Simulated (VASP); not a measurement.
# BaTiO3 (Cm) in VASP: single point with PBE

Aim: the single point of BaTiO3 with PBE.

Everything below comes from runs of VASP 6.6.1. Logs are shortened: lines on timing, memory, paths and dates and some standing lists are left out, and cuts for length are marked.

## Step 1: The cell of the first run

The structure is monoclinic, space group Cm (No. 8). The conventional cell has a = 5.757 Å, b = 5.726 Å, c = 12.029 Å, α = 90.00°, β = 90.43°, γ = 90.00°. Within 3.5 Å of Ba (site symmetry m) lie 12 O at 2.68 to 2.98 Å and 6 Ti at 3.39 to 3.48 Å. Within 3.7 Å of Ba (site symmetry m) lie 12 O at 2.78 to 2.98 Å and 8 Ti at 3.43 to 3.64 Å. Within 3.7 Å of Ba (site symmetry m) lie 12 O at 2.78 to 2.98 Å and 8 Ti at 3.43 to 3.64 Å. Within 2.5 Å of Ti (site symmetry m) lie 6 O at 1.87 to 2.21 Å. Ti (site symmetry m) has 6 O at 1.87 to 2.21 Å within 2.5 Å. Within 2.5 Å of Ti (site symmetry m) lie 6 O at 1.87 to 2.21 Å. Within 2.5 Å of O (site symmetry 1) lie 2 Ti at 1.87 to 2.21 Å. Within 2.5 Å of O (site symmetry 1) lie 2 Ti at 1.87 to 2.21 Å.

## Step 2: Single point, PBE

The input, INCAR:

```
  ALGO = Normal
  EDIFF = 1E-6
  ENCUT = 520
  GGA = PE
  ISIF = 2
  ISMEAR = 0
  LASPH = True
  LCHARG = True
  LELF = True
  LREAL = Auto
  LVHAR = True
  LWAVE = False
  NBANDS = 73
  NELM = 60
  PREC = Accurate
  SIGMA = 0.05
```

The input, KPOINTS:

```
k-points
0
Gamma
  6 6 2
```

The input, POSCAR:

```
BaTiO3
1.0
    2.8630706609     -1.6529946168     -2.3563003513
    0.0000000000      3.3059892335     -2.3563003513
    8.4828666895      4.8975853667      6.9827563800
Ba Ti O
3 3 9
Direct
    0.9952268461      0.9952268461      0.9308663525
    0.9950953383      0.9950953383      0.2558864176
    0.9951610922      0.9951610922      0.5933763850
    0.4808303977      0.4808303977      0.0919449284
    0.4808961516      0.4808961516      0.4294348959
    0.4809619056      0.4809619056      0.7669248633
    0.5116220400      0.0222456197      0.0815523747
    0.5116877939      0.0223113736      0.4190423422
    0.5117535478      0.0223771275      0.7565323096
    0.0222456197      0.5116220400      0.0815523747
    0.0223113736      0.5116877939      0.4190423422
    0.0223771275      0.5117535478      0.7565323096
    0.5116542184      0.5116542184      0.2467120069
    0.5117199724      0.5117199724      0.5842019743
    0.5117857263      0.5117857263      0.9216919417
```

Potentials or basis: VASP PAW PBE potentials, release 64 (Ba_sv, Ti_sv, O).

Launch:

```console
> cat potpaw_PBE.64/Ba_sv/POTCAR potpaw_PBE.64/Ti_sv/POTCAR potpaw_PBE.64/O/POTCAR > POTCAR
> mpirun -np 1 vasp_std > vasp.out
```

OUTCAR:

```text
EDIFF = 1E-6
   ENCUT = 520
   GGA = PE
   ISIF = 2
   ISMEAR = 0
   LASPH = True
   LREAL = Auto
   NELM = 60
   PREC = Accurate

 ion  position               nearest neighbor table
   1  0.995  0.995  0.931-  10 2.68   7 2.68  10 2.77   7 2.77  15 2.78  15 2.87  15 2.87  12 2.87
                             9 2.87  12 2.98   9 2.98  15 2.98   4 3.39   6 3.43   4 3.46   4 3.46
   2  0.995  0.995  0.256-  13 2.78  11 2.78   8 2.78  13 2.87  13 2.87  10 2.87   7 2.87  11 2.87
                             8 2.87  13 2.98  10 2.98   7 2.98   4 3.43   4 3.48   4 3.48   5 3.48
   3  0.995  0.995  0.593-  14 2.78  12 2.78   9 2.78  11 2.87   8 2.87  14 2.87  14 2.87  12 2.87
                             9 2.87  11 2.98   8 2.98  14 2.98   5 3.43   5 3.48   5 3.48   6 3.48
   4  0.481  0.481  0.092-   7 1.87  10 1.87  13 1.87  15 2.06   7 2.21  10 2.21   1 3.39   2 3.43
                             1 3.46   1 3.46   2 3.48   2 3.48   2 3.54   1 3.55
   5  0.481  0.481  0.429-  14 1.87   8 1.87  11 1.87   8 2.21  11 2.21  13 2.21   3 3.43   3 3.48
                             3 3.48   2 3.48   3 3.54   2 3.54   2 3.54   2 3.64
   6  0.481  0.481  0.767-  15 1.87   9 1.87  12 1.87   9 2.21  12 2.21  14 2.21   1 3.43   1 3.48
                             1 3.48   3 3.48   1 3.54   3 3.54   3 3.54   3 3.64
   7  0.512  0.022  0.082-   4 1.87   4 2.21   1 2.68   1 2.77   2 2.87   2 2.98
   8  0.512  0.022  0.419-   5 1.87   5 2.21   2 2.78   3 2.87   2 2.87   3 2.98
   9  0.512  0.022  0.757-   6 1.87   6 2.21   3 2.78   1 2.87   3 2.87   1 2.98
  10  0.022  0.512  0.082-   4 1.87   4 2.21   1 2.68   1 2.77   2 2.87   2 2.98
  11  0.022  0.512  0.419-   5 1.87   5 2.21   2 2.78   3 2.87   2 2.87   3 2.98
  12  0.022  0.512  0.757-   6 1.87   6 2.21   3 2.78   1 2.87   3 2.87   1 2.98
  13  0.512  0.512  0.247-   4 1.87   5 2.21   2 2.78   2 2.87   2 2.87   2 2.98
  14  0.512  0.512  0.584-   5 1.87   6 2.21   3 2.78   3 2.87   3 2.87   3 2.98
  15  0.512  0.512  0.922-   6 1.87   4 2.06   1 2.78   1 2.87   1 2.87   1 2.98

  LATTYP: Found a base centered monoclinic cell.
 ALAT       =     5.7565762563
 B/A-ratio  =     0.9947130146
 C/A-ratio  =     2.0896636627
 COS(beta)  =    -0.0075701311

  Lattice vectors:

 A1 = (   2.8630706609,  -1.6529946168,  -2.3563003513)
 A2 = (   0.0000000000,   3.3059892335,  -2.3563003513)
 A3 = (   8.4828666895,   4.8975853667,   6.9827563800)

Analysis of symmetry for initial positions (statically):
=====================================================================
 Subroutine PRICEL returns:
 Original cell was already a primitive cell.

 Routine SETGRP: Setting up the symmetry group for a
 base centered monoclinic supercell.

 Subroutine GETGRP returns: Found  2 space group operations
 (whereof  2 operations were pure point group operations)
 out of a pool of  4 trial point group operations.

The static configuration has the point symmetry C_1h.

Analysis of symmetry for dynamics (positions and initial velocities):
=====================================================================
 Subroutine PRICEL returns:
 Original cell was already a primitive cell.

 Routine SETGRP: Setting up the symmetry group for a
 base centered monoclinic supercell.

 Subroutine GETGRP returns: Found  2 space group operations
 (whereof  2 operations were pure point group operations)
 out of a pool of  4 trial point group operations.

The dynamic configuration has the point symmetry C_1h.

 Subroutine INISYM returns: Found  2 space group operations
 (whereof  2 operations are pure point group operations),
 and found     1 'primitive' translations

----------------------------------------------------------------------------------------

                                     Primitive cell

  volume of cell :     198.2552

  direct lattice vectors                    reciprocal lattice vectors
     2.863070661 -1.652994617 -2.356300351     0.174649157 -0.100820478 -0.141455403
     0.000000000  3.305989234 -2.356300351     0.000011483  0.201660846 -0.141455403
     8.482866689  4.897585367  6.982756380     0.058938463  0.034028137  0.047742919

  length of vectors
     4.059767993  4.059767993 12.029308224     0.246326466  0.246326466  0.083132682

  position of ions in fractional coordinates (direct lattice)
     0.995226846  0.995226846  0.930866352
     0.995095338  0.995095338  0.255886418
     0.995161092  0.995161092  0.593376385
     0.480830398  0.480830398  0.091944928
     0.480896152  0.480896152  0.429434896
     0.480961906  0.480961906  0.766924863
     0.511622040  0.022245620  0.081552375
     0.511687794  0.022311374  0.419042342
     0.511753548  0.022377128  0.756532310
     0.022245620  0.511622040  0.081552375
     0.022311374  0.511687794  0.419042342
     0.022377128  0.511753548  0.756532310
     0.511654218  0.511654218  0.246712007
     0.511719972  0.511719972  0.584201974
     0.511785726  0.511785726  0.921691942

  ion indices of the primitive-cell ions
   primitive index   ion index
                 1           1
                 2           2
                 3           3
                 4           4
                 5           5
                 6           6
                 7           7
                 8           8
                 9           9
                10          10
                11          11
                12          12
                13          13
                14          14
                15          15

----------------------------------------------------------------------------------------

 KPOINTS: k-points

Automatic generation of k-mesh.
 Grid dimensions read from file:
 generate k-points for:    6    6    2

 Generating k-lattice:

  Cartesian coordinates                     Fractional coordinates (reciprocal lattice)
     0.029108193 -0.016803413 -0.023575900     0.166666667  0.000000000  0.000000000
     0.000001914  0.033610141 -0.023575900     0.000000000  0.166666667  0.000000000
     0.029469231  0.017014069  0.023871459    -0.000000000  0.000000000  0.500000000

  Length of vectors
     0.041054411  0.041054411  0.041566341

  Shift w.r.t. Gamma in fractional coordinates (k-lattice)
     0.000000000  0.000000000  0.000000000

 Subroutine IBZKPT returns following result:
 ===========================================

 Found     26 irreducible k-points:

 Following reciprocal coordinates:
            Coordinates               Weight
  0.000000  0.000000  0.000000      1.000000
  0.166667 -0.000000  0.000000      4.000000
  0.333333  0.000000  0.000000      4.000000
  0.500000  0.000000  0.000000      2.000000
  0.166667  0.166667  0.000000      2.000000
  0.333333  0.166667  0.000000      4.000000
[... 16 lines left out ...]
  0.333333  0.333333  0.500000      2.000000
  0.500000  0.333333  0.500000      4.000000
 [... further k-points ...]
   k-points           NKPTS =     26   k-points in BZ     NKDIM =     26   number of bands    NBANDS=     73
   number of dos      NEDOS =    301   number of ions     NIONS =     15
   total plane-waves  NPLWV =  81000
   dimension x,y,z NGX =    30 NGY =   30 NGZ =   90
   dimension x,y,z NGXF=    60 NGYF=   60 NGZF=  180
   ions per type =               3   3   9
   NGX,Y,Z   is equivalent  to a cutoff of  12.28, 12.28, 12.44 a.u.
   NGXF,Y,Z  is equivalent  to a cutoff of  24.57, 24.57, 24.88 a.u.
 SYSTEM =  unknown system
   PREC   = accura    normal or accurate (medium, high low for compatibility)
   ISTART =      0    job   : 0-new  1-cont  2-samecut
   ICHARG =      2    charge: 1-file 2-atom 10-const
   ISPIN  =      1    spin polarized calculation?
   LNONCOLLINEAR =      F non collinear calculations
   LSORBIT =      F    spin-orbit coupling
   LASPH  =      T    aspherical Exc in radial PAW
   ENCUT  =  520.0 eV  38.22 Ry    6.18 a.u.   7.55  7.55 22.37*2*pi/ulx,y,z
   NELM   =     60;   NELMIN=  2; NELMDL= -5     # of ELM steps
   EDIFF  = 0.1E-05   stopping-criterion for ELM
   LREAL  =      T    real-space projection
   EDIFFG = 0.1E-04   stopping-criterion for IOM
   NSW    =      0    number of steps for IOM
   IBRION =     -1    ionic relax: 0-MD 1-quasi-New 2-CG
   NFREE  =      0    steps in history (QN), initial steepest desc. (CG)
   ISIF   =      2    stress and relaxation
   ISYM   =      2    0-nonsym 1-usesym 2-fastsym
   POTIM  = 0.5000    time-step for ionic-motion
   TEBEG  =    0.0;   TEEND  =   0.0 temperature during run
   PSTRESS=    0.0 pullay stress
   NELECT =     120.0000    total number of electrons
   NUPDOWN=      -1.0000    fix difference up-down
   EMIN   =  10.00;   EMAX   =-10.00  energy-range for DOS
   EFERMI =   0.00;   METHOD = LEGACY
   ISMEAR =     0;   SIGMA  =   0.05  broadening in eV -4-tet -1-fermi 0-gaus
   EFERMI_NEDOS =   21; number of points for ismear=-14 and -15
   IALGO  =     38    algorithm
   IMIX   =      4    mixing-type and parameters
     AMIX     =   0.40;   BMIX     =  1.00
     AMIX_MAG =   1.60;   BMIX_MAG =  1.00
  volume/ion in A,a.u.               =      13.22        89.19
  Fermi-wavevector in a.u.,A,eV,Ry     =   1.384821  2.616933 26.092301  1.917730
  Thomas-Fermi vector in A             =   2.509289
   LORBIT       =      0    0 simple, 1 ext, 2 COOP (PROOUT), +10 PAW based schemes
   GGA     = PE    functional components
   LHFCALC =     F    Hartree Fock is set to
   AEXX    =    0.0000 exact exchange contribution
   IVDW    =     0    specifies the selected vdW correction
   LEPSILON=     F    determine dielectric tensor
   LRPA    =     F    only Hartree local field effects (RPA)
 non-spin polarized calculation
 Gauss-broadening in eV      SIGMA  =   0.05
  energy-cutoff  :      520.00
  volume of cell :      198.26
 maximum number of plane-waves:      5369
   NGX = 15   NGY = 15   NGZ = 45

 number of electron     120.0000037 magnetization

 Free energy of the ion-electron system (eV)
  ---------------------------------------------------
  ext. energy  EPLUGINS =         0.00000000
  ---------------------------------------------------
  free energy    TOTEN  =      -120.05198237 eV

  energy without entropy =     -120.05198237  energy(sigma->0) =     -120.05198237

 E-fermi :   3.9111     XC(G=0): -11.0733

 val. band max:        3.5373778257   @ k =   0.5000   0.5000   0.5000
 cond. band min:       6.0788876299   @ k =   0.0000   0.0000   0.0000
 fundamental gap:      2.5415098042
 Fermi energy:         3.9111362848

 k-point     1 :       0.0000    0.0000    0.0000
  band No.  band energies     occupation
      1     -52.8189      2.00000
      2     -52.7463      2.00000
      3     -52.6887      2.00000
      4     -29.1063      2.00000
      5     -29.0684      2.00000
      6     -29.0661      2.00000
[... 64 lines left out ...]
     71       8.0216      0.00000
     72       8.0421      0.00000

 k-point     2 :       0.1667   -0.0000    0.0000
  band No.  band energies     occupation
      1     -52.8187      2.00000
      2     -52.7461      2.00000
      3     -52.6885      2.00000
      4     -29.1057      2.00000
      5     -29.0781      2.00000
      6     -29.0667      2.00000
[... 1642 lines left out ...]
 k-point    24 :       0.5000    0.3333    0.5000
  band No.  band energies     occupation
      1     -52.8175      2.00000
      2     -52.7449      2.00000
      3     -52.6873      2.00000
      4     -29.1082      2.00000
      5     -29.1032      2.00000
      6     -29.0968      2.00000
[... 64 lines left out ...]
     71       9.3793      0.00000
     72       9.8307      0.00000

 [... further k-points ...]

 [bands above 72 left out]

------------------------ aborting loop because EDIFF is reached ----------------------------------------

  FORCE on cell =-STRESS in cart. coord.  units (eV):
  Direction    XX          YY          ZZ          XY          YZ          ZX
  --------------------------------------------------------------------------------------
  -------------------------------------------------------------------------------------
  Total        4.6572398      3.9549843      4.2252818      0.6081711      0.5018027      0.8691481
  in kB       37.6369691     31.9617689     34.1461486      4.9148675      4.0552628      7.0239242
  external PRESSURE =      34.5816289 kB  Pullay stress =       0.0000000 kB

 VOLUME and BASIS-vectors are now :
 -----------------------------------------------------------------------------
  energy-cutoff  :      520.00
  volume of cell :      198.26
      direct lattice vectors                 reciprocal lattice vectors
     2.863070661 -1.652994617 -2.356300351     0.174649157 -0.100820478 -0.141455403
     0.000000000  3.305989234 -2.356300351     0.000011483  0.201660846 -0.141455403
     8.482866689  4.897585367  6.982756380     0.058938463  0.034028137  0.047742919

 POSITION                                       TOTAL-FORCE (eV/Angst)
 -----------------------------------------------------------------------------------
     10.74582      6.20410      1.80991        -0.430591     -0.248602     -0.433056
      5.01968      2.89811     -2.90269         0.100242      0.057875      0.045606
      7.88275      4.55111     -0.54639        -0.013063     -0.007542     -0.053877
      2.15661      1.24512     -1.62393         0.206614      0.119288      0.032457
      5.01968      2.89811      0.73237        -0.073598     -0.042492     -0.152201
      7.88275      4.55111      3.08867        -0.230259     -0.132940     -0.199736
      2.15661     -0.37275     -0.68849         0.220918      0.079123      0.337499
      5.01968      1.28024      1.66781         0.010342     -0.026571      0.050586
      7.88275      2.93323      4.02411        -0.000502      0.007818      0.022940
      0.75549      2.05405     -0.68849         0.178981      0.151759      0.337499
      3.61856      3.70705      1.66781        -0.017840      0.022242      0.050586
      6.48163      5.36004      4.02411         0.006520     -0.004344      0.022940
      3.55773      2.05405     -0.68849         0.247702      0.143011      0.162224
      6.42080      3.70705      1.66781         0.097731      0.056425      0.091307
      9.28387      5.36004      4.02411        -0.303195     -0.175050     -0.314775
 -----------------------------------------------------------------------------------
    total drift:                                0.011351      0.006553     -0.011181

  FREE ENERGIE OF THE ION-ELECTRON SYSTEM (eV)
  ---------------------------------------------------
  free  energy   TOTEN  =      -120.0519823661 eV

  energy  without entropy=     -120.0519823661  energy(sigma->0) =     -120.05198237
```

Wall time 12 min (1 thread of Intel Xeon Platinum 8259CL at 2.50GHz (Skylake/Cascade Lake), shared host); peak memory 0.41 GiB.

What came out:

- Free energy: -120.0520 eV
- Pressure: 3.5 GPa
- Largest force: 0.659 eV/Å
- Band gap on the k mesh: 2.54 eV

Forces in eV/Å, atoms in the order of the input:
```
Ba  -0.431 -0.249 -0.433
Ba   0.100  0.058  0.046
Ba  -0.013 -0.008 -0.054
Ti   0.207  0.119  0.032
Ti  -0.074 -0.042 -0.152
Ti  -0.230 -0.133 -0.200
O    0.221  0.079  0.337
O    0.010 -0.027  0.051
O   -0.001  0.008  0.023
O    0.179  0.152  0.337
O   -0.018  0.022  0.051
O    0.007 -0.004  0.023
O    0.248  0.143  0.162
O    0.098  0.056  0.091
O   -0.303 -0.175 -0.315
```

Stress tensor (GPa, compression positive):
```
3.76 0.49 0.70
0.49 3.20 0.41
0.70 0.41 3.41
```

Caveat: spin-orbit coupling is left out, which moves the levels of the heavy elements.
